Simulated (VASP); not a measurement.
# Sr3Ca (Fm-3m) in VASP: further runs

The runs below take Sr3Ca through single point, relaxation of cell and atoms, with LDA.

Everything below comes from runs of VASP 6.6.1. Logs are shortened: lines on timing, memory, paths and dates and some standing lists are left out, and cuts for length are marked.

## (1) The cell of the first run

The structure is cubic, space group Fm-3m (No. 225). The conventional cell has a = 8.857 Å, b = 8.857 Å, c = 8.857 Å, α = 90.00°, β = 90.00°, γ = 90.00°. Sr (site symmetry -43m) has 10 Sr at 3.84 to 4.43 Å and 4 Ca at 3.84 Å within 5.0 Å. Within 5.0 Å of Sr (site symmetry m-3m) lie 8 Sr at 3.84 Å and 6 Ca at 4.43 Å. Within 5.0 Å of Ca (site symmetry m-3m) lie 14 Sr at 3.84 to 4.43 Å.

## (2) Single point, LDA

File INCAR:

```
SYSTEM = Sr3Ca
ALGO = Normal
EDIFF = 1E-7
ENCUT = 520
GGA = CA
ISIF = 2
ISMEAR = 0
LASPH = .True.
LCHARG = .False.
LREAL = .False.
LWAVE = .False.
NBANDS = 28
NELM = 80
PREC = Accurate
SIGMA = 0.02
```

File KPOINTS:

```
k-points
0
Gamma
  3 3 3
  0 0 0
```

File POSCAR:

```
Sr3Ca
1.0
    0.0000000000      4.4284116079      4.4284116079
    4.4284116079      0.0000000000      4.4284116079
    4.4284116079      4.4284116079      0.0000000000
Sr Ca
3 1
Direct
    0.2500000000      0.2500000000      0.2500000000
    0.7500000000      0.7500000000      0.7500000000
    0.5000000000      0.5000000000      0.5000000000
    0.0000000000      0.0000000000      0.0000000000
```

Potentials or basis: VASP PAW LDA potentials, release 64 (Sr_sv, Ca_sv).

Started as:

```
cat potpaw_LDA.64/Sr_sv/POTCAR potpaw_LDA.64/Ca_sv/POTCAR > POTCAR
mpirun -np 1 vasp_std > vasp.out
```

OUTCAR:

```text
SYSTEM = Sr3Ca
   EDIFF = 1E-7
   ENCUT = 520
   GGA = CA
   ISIF = 2
   ISMEAR = 0
   LASPH = .True.
   LREAL = .False.
   NELM = 80
   PREC = Accurate

 ion  position               nearest neighbor table
   1  0.250  0.250  0.250-   3 3.84   4 3.84   4 3.84   4 3.84   4 3.84   3 3.84   3 3.84   3 3.84
                             2 4.43   2 4.43   2 4.43   2 4.43   2 4.43   2 4.43
   2  0.750  0.750  0.750-   3 3.84   4 3.84   3 3.84   3 3.84   3 3.84   4 3.84   4 3.84   4 3.84
                             1 4.43   1 4.43   1 4.43   1 4.43   1 4.43   1 4.43
   3  0.500  0.500  0.500-   1 3.84   2 3.84   1 3.84   1 3.84   1 3.84   2 3.84   2 3.84   2 3.84

   4  0.000  0.000  0.000-   1 3.84   2 3.84   2 3.84   2 3.84   2 3.84   1 3.84   1 3.84   1 3.84

  LATTYP: Found a face centered cubic cell.
 ALAT       =     8.8568232158

  Lattice vectors:

 A1 = (   0.0000000000,   4.4284116079,   4.4284116079)
 A2 = (   4.4284116079,   0.0000000000,   4.4284116079)
 A3 = (   4.4284116079,   4.4284116079,   0.0000000000)

Analysis of symmetry for initial positions (statically):
=====================================================================
 Subroutine PRICEL returns:
 Original cell was already a primitive cell.

 Routine SETGRP: Setting up the symmetry group for a
 face centered cubic supercell.

 Subroutine GETGRP returns: Found 48 space group operations
 (whereof 48 operations were pure point group operations)
 out of a pool of 48 trial point group operations.

The static configuration has the point symmetry O_h .

Analysis of symmetry for dynamics (positions and initial velocities):
=====================================================================
 Subroutine PRICEL returns:
 Original cell was already a primitive cell.

 Routine SETGRP: Setting up the symmetry group for a
 face centered cubic supercell.

 Subroutine GETGRP returns: Found 48 space group operations
 (whereof 48 operations were pure point group operations)
 out of a pool of 48 trial point group operations.

The dynamic configuration has the point symmetry O_h .

 Subroutine INISYM returns: Found 48 space group operations
 (whereof 48 operations are pure point group operations),
 and found     1 'primitive' translations

----------------------------------------------------------------------------------------

                                     Primitive cell

  volume of cell :     173.6896

  direct lattice vectors                    reciprocal lattice vectors
     0.000000000  4.428411608  4.428411608    -0.112907300  0.112907300  0.112907300
     4.428411608  0.000000000  4.428411608     0.112907300 -0.112907300  0.112907300
     4.428411608  4.428411608  0.000000000     0.112907300  0.112907300 -0.112907300

  length of vectors
     6.262719756  6.262719756  6.262719756     0.195561181  0.195561181  0.195561181

  position of ions in fractional coordinates (direct lattice)
     0.250000000  0.250000000  0.250000000
     0.750000000  0.750000000  0.750000000
     0.500000000  0.500000000  0.500000000
     0.000000000  0.000000000  0.000000000

  ion indices of the primitive-cell ions
   primitive index   ion index
                 1           1
                 2           2
                 3           3
                 4           4

----------------------------------------------------------------------------------------

 KPOINTS: k-points

Automatic generation of k-mesh.
 Grid dimensions read from file:
 generate k-points for:    3    3    3

 Generating k-lattice:

  Cartesian coordinates                     Fractional coordinates (reciprocal lattice)
    -0.037635767  0.037635767  0.037635767     0.333333333  0.000000000  0.000000000
     0.037635767 -0.037635767  0.037635767     0.000000000  0.333333333  0.000000000
     0.037635767  0.037635767 -0.037635767     0.000000000  0.000000000  0.333333333

  Length of vectors
     0.065187060  0.065187060  0.065187060

  Shift w.r.t. Gamma in fractional coordinates (k-lattice)
     0.000000000  0.000000000  0.000000000

 Subroutine IBZKPT returns following result:
 ===========================================

 Found      4 irreducible k-points:

 Following reciprocal coordinates:
            Coordinates               Weight
  0.000000  0.000000  0.000000      1.000000
  0.333333  0.000000  0.000000      8.000000
  0.333333  0.333333  0.000000      6.000000
 -0.333333  0.333333  0.000000     12.000000
   k-points           NKPTS =      4   k-points in BZ     NKDIM =      4   number of bands    NBANDS=     28
   number of dos      NEDOS =    301   number of ions     NIONS =      4
   total plane-waves  NPLWV = 110592
   dimension x,y,z NGX =    48 NGY =   48 NGZ =   48
   dimension x,y,z NGXF=    96 NGYF=   96 NGZF=   96
   ions per type =               3   1
   NGX,Y,Z   is equivalent  to a cutoff of  12.74, 12.74, 12.74 a.u.
   NGXF,Y,Z  is equivalent  to a cutoff of  25.48, 25.48, 25.48 a.u.
 SYSTEM =  Sr3Ca
   PREC   = accura    normal or accurate (medium, high low for compatibility)
   ISTART =      0    job   : 0-new  1-cont  2-samecut
   ICHARG =      2    charge: 1-file 2-atom 10-const
   ISPIN  =      1    spin polarized calculation?
   LNONCOLLINEAR =      F non collinear calculations
   LSORBIT =      F    spin-orbit coupling
   LASPH  =      T    aspherical Exc in radial PAW
   ENCUT  =  520.0 eV  38.22 Ry    6.18 a.u.  11.64 11.64 11.64*2*pi/ulx,y,z
   NELM   =     80;   NELMIN=  2; NELMDL= -5     # of ELM steps
   EDIFF  = 0.1E-06   stopping-criterion for ELM
   LREAL  =      F    real-space projection
   EDIFFG = 0.1E-05   stopping-criterion for IOM
   NSW    =      0    number of steps for IOM
   IBRION =     -1    ionic relax: 0-MD 1-quasi-New 2-CG
   NFREE  =      0    steps in history (QN), initial steepest desc. (CG)
   ISIF   =      2    stress and relaxation
   ISYM   =      2    0-nonsym 1-usesym 2-fastsym
   POTIM  = 0.5000    time-step for ionic-motion
   TEBEG  =    0.0;   TEEND  =   0.0 temperature during run
   PSTRESS=    0.0 pullay stress
   NELECT =      40.0000    total number of electrons
   NUPDOWN=      -1.0000    fix difference up-down
   EMIN   =  10.00;   EMAX   =-10.00  energy-range for DOS
   EFERMI =   0.00;   METHOD = LEGACY
   ISMEAR =     0;   SIGMA  =   0.02  broadening in eV -4-tet -1-fermi 0-gaus
   EFERMI_NEDOS =   21; number of points for ismear=-14 and -15
   IALGO  =     38    algorithm
   IMIX   =      4    mixing-type and parameters
     AMIX     =   0.40;   BMIX     =  1.00
     AMIX_MAG =   1.60;   BMIX_MAG =  1.00
  volume/ion in A,a.u.               =      43.42       293.03
  Fermi-wavevector in a.u.,A,eV,Ry     =   1.003468  1.896280 13.700359  1.006948
  Thomas-Fermi vector in A             =   2.136022
   LORBIT       =      0    0 simple, 1 ext, 2 COOP (PROOUT), +10 PAW based schemes
   GGA     = CA    functional components
   LHFCALC =     F    Hartree Fock is set to
   AEXX    =    0.0000 exact exchange contribution
   IVDW    =     0    specifies the selected vdW correction
   LEPSILON=     F    determine dielectric tensor
   LRPA    =     F    only Hartree local field effects (RPA)
 non-spin polarized calculation
 Gauss-broadening in eV      SIGMA  =   0.02
  energy-cutoff  :      520.00
  volume of cell :      173.69
 maximum number of plane-waves:      4693
 NGX is ok and might be reduce to    48
   NGX = 23   NGY = 23   NGZ = 23

 number of electron      40.0000000 magnetization

 Free energy of the ion-electron system (eV)
  ---------------------------------------------------
  ext. energy  EPLUGINS =         0.00000000
  ---------------------------------------------------
  free energy    TOTEN  =        -7.83661049 eV

  energy without entropy =       -7.83446325  energy(sigma->0) =       -7.83553687

 E-fermi :   2.3414     XC(G=0):  -8.2165

 val. band max:        2.0571692055   @ k =   0.3333   0.0000   0.0000
 cond. band min:       2.3633656464   @ k =  -0.3333   0.3333   0.0000
 fundamental gap:      0.3061964409
 Fermi energy:         2.3413781152

 k-point     1 :       0.0000    0.0000    0.0000
  band No.  band energies     occupation
      1     -39.3870      2.00000
      2     -33.8705      2.00000
      3     -33.8319      2.00000
      4     -33.8139      2.00000
      5     -20.6848      2.00000
      6     -20.6848      2.00000
[... 20 lines left out ...]
     27       4.5620      0.00000
     28       4.5620      0.00000

 k-point     2 :       0.3333    0.0000    0.0000
  band No.  band energies     occupation
      1     -39.3869      2.00000
      2     -33.8599      2.00000
      3     -33.8344      2.00000
      4     -33.8221      2.00000
      5     -20.6850      2.00000
      6     -20.6850      2.00000
[... 20 lines left out ...]
     27       3.9349      0.00000
     28       3.9349      0.00000

 k-point     3 :       0.3333    0.3333    0.0000
  band No.  band energies     occupation
      1     -39.3869      2.00000
      2     -33.8554      2.00000
      3     -33.8342      2.00000
      4     -33.8268      2.00000
      5     -20.6853      2.00000
      6     -20.6853      2.00000
[... 20 lines left out ...]
     27       4.3461      0.00000
     28       4.4253      0.00000

 k-point     4 :      -0.3333    0.3333    0.0000
  band No.  band energies     occupation
      1     -39.3869      2.00000
      2     -33.8478      2.00000
      3     -33.8366      2.00000
      4     -33.8321      2.00000
      5     -20.6852      2.00000
      6     -20.6851      2.00000
[... 20 lines left out ...]
     27       3.6636      0.00000
     28       3.8272      0.00000

------------------------ aborting loop because EDIFF is reached ----------------------------------------

  FORCE on cell =-STRESS in cart. coord.  units (eV):
  Direction    XX          YY          ZZ          XY          YZ          ZX
  --------------------------------------------------------------------------------------
  -------------------------------------------------------------------------------------
  Total        0.0069236      0.0069236      0.0069236     -0.0000000      0.0000000      0.0000000
  in kB        0.0638654      0.0638654      0.0638654     -0.0000000      0.0000000      0.0000000
  external PRESSURE =       0.0638654 kB  Pullay stress =       0.0000000 kB

 VOLUME and BASIS-vectors are now :
 -----------------------------------------------------------------------------
  energy-cutoff  :      520.00
  volume of cell :      173.69
      direct lattice vectors                 reciprocal lattice vectors
     0.000000000  4.428411608  4.428411608    -0.112907300  0.112907300  0.112907300
     4.428411608  0.000000000  4.428411608     0.112907300 -0.112907300  0.112907300
     4.428411608  4.428411608  0.000000000     0.112907300  0.112907300 -0.112907300

 POSITION                                       TOTAL-FORCE (eV/Angst)
 -----------------------------------------------------------------------------------
      2.21421      2.21421      2.21421        -0.000000     -0.000000     -0.000000
      6.64262      6.64262      6.64262         0.000000      0.000000      0.000000
      4.42841      4.42841      4.42841        -0.000000      0.000000     -0.000000
      0.00000      0.00000      0.00000        -0.000000      0.000000     -0.000000
 -----------------------------------------------------------------------------------
    total drift:                               -0.000000     -0.000000     -0.000000

  FREE ENERGIE OF THE ION-ELECTRON SYSTEM (eV)
  ---------------------------------------------------
  free  energy   TOTEN  =        -7.8366104870 eV

  energy  without entropy=       -7.8344632475  energy(sigma->0) =       -7.83553687
```

It took 15 s on 1 thread of Intel Xeon Platinum 8488C (Sapphire Rapids), shared host; peak memory 0.25 GiB.

Results:

- Free energy: -7.8366 eV
- Pressure: 0.0 GPa
- Band gap on the k mesh: zero (band 20 reaches 2.39 eV, above the bottom of band 21 at 2.36 eV)

Caveat: the k points lie up to 0.41 Å⁻¹ apart.

## (3) Relaxation of cell and atoms, LDA

This run uses another cell than the first one, of 52.93 Å³/atom, 1.219 times its volume.

File INCAR:

```
PREC = Accurate ; ENCUT = 600
EDIFF = 1E-6 ; ISMEAR = 0
SIGMA = 0.02 ; LREAL = F
LASPH = T ; NELM = 80
ALGO = Normal ; ISIF = 3
LWAVE = F ; LCHARG = F
IBRION = 2 ; NSW = 60
EDIFFG = -0.01
```

File KPOINTS:

```
regular mesh
0
Gamma
  3 3 3
```

File POSCAR:

```
Sr3Ca
1.0
    0.0000000000      4.7304522300      4.7304522300
    4.7304522300      0.0000000000      4.7304522300
    4.7304522300      4.7304522300      0.0000000000
Sr Ca
3 1
Direct
    0.2500000000      0.2500000000      0.2500000000
    0.7500000000      0.7500000000      0.7500000000
    0.5000000000      0.5000000000      0.5000000000
    0.0000000000      0.0000000000      0.0000000000
```

Potentials or basis: VASP PAW LDA potentials, release 64 (Sr_sv, Ca_sv).

Started as:

```
cat potpaw_LDA.64/Sr_sv/POTCAR potpaw_LDA.64/Ca_sv/POTCAR > POTCAR
mpirun -np 1 vasp_std > vasp.out
```

Run time: 70 s. Hardware: 1 thread of Intel Xeon Platinum 8488C (Sapphire Rapids), shared host; peak memory 0.32 GiB.

Results (log left out):

```yaml
Free_energy: -7.8380 eV
Relaxed_volume: 43.43 Å³/atom
Relaxed_cell: a = 6.263 Å, b = 6.263 Å, c = 6.263 Å, α = 60.00°, β = 60.00°, γ = 60.00°
Space_group_after_relaxing_to_0.05_Å: Fm-3m (No. 225)
Energy_gained_by_relaxing: 82.1 meV/atom
Ionic_steps: 4
Pressure_after_relaxing: 0.0 GPa
Band_gap_on_the_k_mesh: zero (band 20 reaches 2.39 eV, above the bottom of band 21 at 2.36 eV)
```

Step by step:
```csv
step,energy change (eV),largest force (eV/Å),pressure (GPa),volume (Å³)
1,0.0000,0.0000,-2.39,211.71
2,-0.2702,0.0000,-1.21,188.44
3,-0.3273,0.0000,-0.18,175.76
4,-0.3284,0.0000,0.01,173.72
```

Final structure:
```
Sr Ca
1.0
     0.00000    4.42867    4.42867
     4.42867    0.00000    4.42867
     4.42867    4.42867    0.00000
Sr Ca
3 1
Direct
  0.25000 0.25000 0.25000
  0.75000 0.75000 0.75000
  0.50000 0.50000 0.50000
  0.00000 0.00000 0.00000
```

Levels at points of the mesh, in eV from the Fermi level:
```tsv
k point	band 17	band 18	band 19	band 20	band 21	band 22	band 23	band 24
(0.00, 0.00, 0.00)	-4.19	-0.55	-0.55	0.05	0.05	0.05	0.36	0.36
```

Caveat: the k points lie up to 0.41 Å⁻¹ apart in the final cell; the volume moved by over 15 % at a fixed basis, so the end points are rough.
